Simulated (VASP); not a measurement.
Input of a VASP 6.6.1 run:

The input INCAR:

```
PREC = Accurate ; ENCUT = 520
EDIFF = 1E-6 ; ISMEAR = -1
SIGMA = 0.1551 ; LREAL = Auto
LASPH = True ; NELM = 60
ALGO = Normal ; ISIF = 2
LWAVE = False ; LCHARG = True
GGA = PS ; LELF = True
LVHAR = True ; NBANDS = 46
```

File KPOINTS:

```
Automatic mesh
0
Gamma
  2 2 2
  0.5 0.5 0.5
```

File POSCAR:

```
SiC
1.0
    0.0000000000      4.4332765519      4.4332765519
    4.4332765519      0.0000000000      4.4332765519
    4.4332765519      4.4332765519      0.0000000000
Si C
8 8
Direct
   -0.0939437220      0.0201321751     -0.0140953309
   -0.0425113340     -0.0485784041      0.5086354243
   -0.0289898450      0.4808177372      0.0076530303
   -0.0227879986      0.4968745970      0.4880120774
    0.4243871272     -0.0093791803     -0.0089977468
    0.4461190221     -0.0113674388      0.4962293631
    0.4542119077      0.5150644164     -0.0202292816
    0.4954542028      0.4567085938      0.4924913829
    0.3693878514      0.3323957986      0.3616888054
    0.3205741811      0.3854011768      0.8524004663
    0.3379808326      0.8464695257      0.3710441884
    0.2787737209      0.8822075398      0.8826462672
    0.8426919585      0.3413760640      0.3739835493
    0.8311216223      0.3871508984      0.8542900394
    0.8386036730      0.8797804410      0.3469873765
    0.8012306380      0.8671022335      0.8689586483
```

Potentials or basis: VASP PAW PBE potentials, release 64 (Si, C).

The run is started by

```console
$ cat potpaw_PBE.64/Si/POTCAR potpaw_PBE.64/C/POTCAR > POTCAR
$ mpirun -np 1 vasp_std > vasp.out
```

Problem. Estimate the pressure.

Solution. -8.8 GPa.

Problem. Estimate the band gap on the k mesh.

Solution. 1.86 eV.

Problem. Estimate the largest force.

Solution. 3.956 eV/Å.

Stress tensor (GPa, compression positive):
```
 -7.87  -0.09  -0.80
 -0.09 -10.35  -0.07
 -0.80  -0.07  -8.18
```

Caveat: the k points lie up to 0.61 Å⁻¹ apart; the atoms stand as in a frame of molecular dynamics; the PAW data sets were made with another functional, which shifts forces and pressure a little; a shifted mesh leaves out Γ, where band edges can lie. A k mesh can miss the band edges.
